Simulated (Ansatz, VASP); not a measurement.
# One calculation of MgO, two programs

Contents of INCAR:

```
ALGO     = Normal         # electronic algorithm
EDIFF    = 1E-6           # SCF threshold, eV
ENCUT    = 520            # plane-wave cutoff, eV
GGA      = PS             # functional
ISIF     = 2              # what is computed and relaxed
ISMEAR   = 0              # smearing method
LASPH    = True           # aspherical terms in the spheres
LCHARG   = False          # write CHGCAR
LREAL    = False          # projectors in reciprocal space
LWAVE    = False          # write WAVECAR
NBANDS   = 16             # bands
NELM     = 100            # most SCF steps
PREC     = Accurate       # precision mode
SIGMA    = 0.05           # smearing width, eV
```

Contents of KPOINTS:

```
k-points
0
Gamma
  9 9 6
```

The input POSCAR:

```
MgO
1.0
    3.1878000000      0.0000000000      0.0000000000
   -1.5939000000      2.7607157822      0.0000000000
    0.0000000000      0.0000000000      5.3206000000
Mg O
2 2
Direct
    0.3333333333      0.6666666667      0.0036583380
    0.6666666667      0.3333333333      0.5036583380
    0.3333333333      0.6666666667      0.4009416620
    0.6666666667      0.3333333333      0.9009416620
```

Input for Ansatz:

```yaml
crystal:
  lattice:
    - [3.1878, 0.0, 0.0]
    - [-1.5939, 2.7607157822, 0.0]
    - [0.0, 0.0, 5.3206]
  atoms:
    - { symbol: Mg, position: [0.3333333333, 0.6666666667, 0.003658338] }
    - { symbol: Mg, position: [0.6666666667, 0.3333333333, 0.503658338] }
    - { symbol: O, position: [0.3333333333, 0.6666666667, 0.400941662] }
    - { symbol: O, position: [0.6666666667, 0.3333333333, 0.900941662] }
basis:
  ecutwfc: 520.0
kpoints:
  mp_grid: { grid: [9, 9, 6] }
hamiltonian:
  xc: pbesol
  pseudopotentials: { kind: paw, azcp: { folder: soft_1 } }
scf:
  occupations: { method: gaussian, width: 0.05 }
output:
  forces: true
  stress: true
  eigenvalues: true
```

Alike in both runs: task single point; functional PBEsol; k mesh 9 × 9 × 6; occupations gaussian, width 0.05 eV; no spin polarisation.

|  | VASP | Ansatz |
| --- | --- | --- |
| version | VASP 6.6.1 | Ansatz 0.2.0 |
| potentials or method | VASP PAW PBE potentials, release 64 (Mg, O), cutoff 520 eV | scalar-relativistic, plane waves, PAW |
| valence electrons in the cell | 16 | 32 |

VASP gave:

```
gap on the k mesh at the Fermi level (eV)                     : 3.59
least direct gap on the mesh (eV)                             : 3.59
pressure (GPa)                                                : 4.0
traceless stress, the component that is largest in VASP (GPa) : -12.18
rms of the force components (eV/Å)                            : 0.435
```

Task: Which values does Ansatz return?

Result: gap on the k mesh at the Fermi level (eV): 3.59; least direct gap on the mesh (eV): 3.59; pressure (GPa): 4.2; traceless stress, the component that is largest in VASP (GPa): -11.99; rms of the force components (eV/Å): 0.427.

VASP's potentials were made for PBE, not for PBEsol, and Ansatz warns of the same on its side. Atom by atom the forces differ by 0.007 eV/Å (rms over components). With one functional, cell and mesh, what is left measures potentials, basis and numerics. VASP's potentials hold 16 valence electrons a cell and Ansatz's 32, so a difference there can come from the potentials and not from the codes.
